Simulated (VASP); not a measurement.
Wanted: the native input for a VASP 6.6.1 run.

```
Task                   : single point
Functional             : PBEsol
Potentials or basis    : VASP PAW PBE potentials, release 64 (Ti_sv)
Cutoff                 : 520 eV
k mesh                 : 9 × 9 × 12
Occupations            : fermi-dirac, width 0.1 eV
Spin                   : no spin polarisation
Dipole correction      : no
Further INCAR settings : ALGO = Normal; EDIFF = 1e-06; NBANDS = 25
```

The structure of Ti lies in POSCAR:

```
Ti
1.0
    4.3700000000      0.0000000000      0.0000000000
   -2.1850000000      3.7845310170      0.0000000000
    0.0000000000      0.0000000000      2.8200000000
Ti
3
Direct
    0.0000000000      0.0000000000      0.0000000000
    0.3333333333      0.6666666667      0.5000000000
    0.6666666667      0.3333333333      0.5000000000
```

This isn't the form of Ti at room conditions, which is hcp.

One way to write it, as run:

INCAR

```
SYSTEM = Ti
PREC = Accurate
ENCUT = 520
EDIFF = 1E-6
ISMEAR = -1
SIGMA = 0.1
LREAL = .FALSE.
LASPH = .TRUE.
NELM = 100
ALGO = Normal
ISIF = 2
LWAVE = .FALSE.
LCHARG = .FALSE.
GGA = PS
NBANDS = 25
```

KPOINTS

```
regular mesh
0
G
  9 9 12
  0 0 0
```

Potentials or basis: VASP PAW PBE potentials, release 64 (Ti_sv).

The run is started by

```bash
$ cat potpaw_PBE.64/Ti_sv/POTCAR > POTCAR
$ mpirun -np 1 vasp_std > vasp.out
```

It gave:

The pressure is 7.2 GPa and the band gap on the k mesh is zero (bands 18 and 19 overlap by 0.46 eV).

Caveat: the stress differs along the axes, from 2 to 10 GPa; the PAW data sets were made with another functional, which shifts forces and pressure a little.

Wall time 3.9 min on 1 thread of AMD EPYC 7R13 (shared host), peak memory 0.19 GiB.
